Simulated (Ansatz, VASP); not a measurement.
**GaCo in VASP and in Ansatz**

Contents of INCAR:

```
SYSTEM = GaCo
PREC = Accurate
ENCUT = 520
EDIFF = 1E-8
ISMEAR = -1
SIGMA = 0.03
LREAL = .FALSE.
LASPH = .TRUE.
NELM = 150
ALGO = Normal
ISIF = 2
LWAVE = .FALSE.
LCHARG = .FALSE.
ISPIN = 2
MAGMOM = 0 2
LORBIT = 11
LMAXMIX = 4
GGA = PE
LEFG = .TRUE.
NBANDS = 22
```

KPOINTS

```
Automatic mesh
0
G
  11 11 11
  0 0 0
```

The input POSCAR:

```
GaCo
1.0
    2.9396457283      0.0000000000      0.0000000000
    0.0000000000      2.9396457283      0.0000000000
    0.0000000000      0.0000000000      2.9396457283
Ga Co
1 1
Direct
    0.5000000000      0.5000000000      0.5000000000
    0.0000000000      0.0000000000      0.0000000000
```

Input for Ansatz:

```yaml
crystal:
  lattice:
    - [2.9396457283, 0.0, 0.0]
    - [0.0, 2.9396457283, 0.0]
    - [0.0, 0.0, 2.9396457283]
  atoms:
    - { symbol: Ga, position: [0.5, 0.5, 0.5] }
    - { symbol: Co, position: [0.0, 0.0, 0.0], spin: 2.0 }
magnetization:
  spin_polarized: true
kpoints:
  mp_grid: { grid: [11, 11, 11] }
scf:
  occupations: { method: fermi_dirac, width: 0.03 }
hamiltonian:
  xc: pbe
  pseudopotentials: { kind: all_electron, datasets: crystal }
output:
  forces: true
  stress: true
  eigenvalues: true
  efg: { contact_densities: true }
```

Change from the starting cell: volume scaled by 1.06, crystal datasets.

Alike in both runs: task electric field gradients; functional PBE; k mesh 11 × 11 × 11; occupations fermi-dirac, width 0.03 eV; collinear spin.

```csv
,VASP,Ansatz
version,VASP 6.6.1,Ansatz 0.2.0
potentials or method,"VASP PAW PBE potentials, release 64 (Ga_d, Co), cutoff 520 eV","all-electron PAW with datasets made for the crystal, scalar-relativistic"
```

Ansatz gave:

* pressure (GPa): -8.7
* net moment per atom (μB): 0.14
* size of the moment on the site where the two differ most (μB): 0.33

Task: What did VASP give for the same quantities?

Result: Pressure (GPa): -8.6; net moment per atom (μB): 0.13; size of the moment on the site where the two differ most (μB): 0.31.

Site moments also hang on the region over which each program counts them. Ansatz ran all-electron here, and VASP with PAW potentials.
